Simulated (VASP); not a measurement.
A run of VASP 6.6.1 is set up as follows.

Contents of INCAR:

```
ALGO = Normal
EDIFF = 1E-6
ENCUT = 520
GGA = PE
ISIF = 2
ISMEAR = -1
LASPH = T
LCHARG = F
LREAL = F
LWAVE = F
NBANDS = 21
NELM = 100
PREC = Accurate
SIGMA = 0.02
```

Contents of KPOINTS:

```
k-points
0
Gamma
  4 4 4
```

File POSCAR:

```
BeSnSb2
1.0
    4.3263947177      0.0000000000      0.0000000000
    0.0000000000      4.3263947177      0.0000000000
    0.0000000000      0.0000000000      6.0624185569
Be Sb Sn
1 2 1
Direct
    0.0000000000      0.0000000000      0.0000000000
    0.0000000000      0.5000000000      0.2035949253
    0.5000000000      0.0000000000      0.7964050747
    0.5000000000      0.5000000000      0.5000000000
```

Potentials or basis: VASP PAW PBE potentials, release 64 (Be, Sb, Sn_d).

Launch:

```bash
$ cat potpaw_PBE.64/Be/POTCAR potpaw_PBE.64/Sb/POTCAR potpaw_PBE.64/Sn_d/POTCAR > POTCAR
$ mpirun -np 1 vasp_std > vasp.out
```

Predict the band gap on the k mesh.

zero (band 13 reaches 5.51 eV, above the bottom of band 14 at 5.08 eV).

What does it give for the largest force?

0.289 eV/Å.

What does it give for the pressure?

1.3 GPa.

Forces in eV/Å, atoms in the order of the input:
```
Be   0.000  0.000  0.000
Sb   0.000  0.000 -0.289
Sb   0.000  0.000  0.289
Sn   0.000  0.000  0.000
```

Caveat: the k points lie up to 0.36 Å⁻¹ apart; spin-orbit coupling is left out, which moves the levels of the heavy elements.
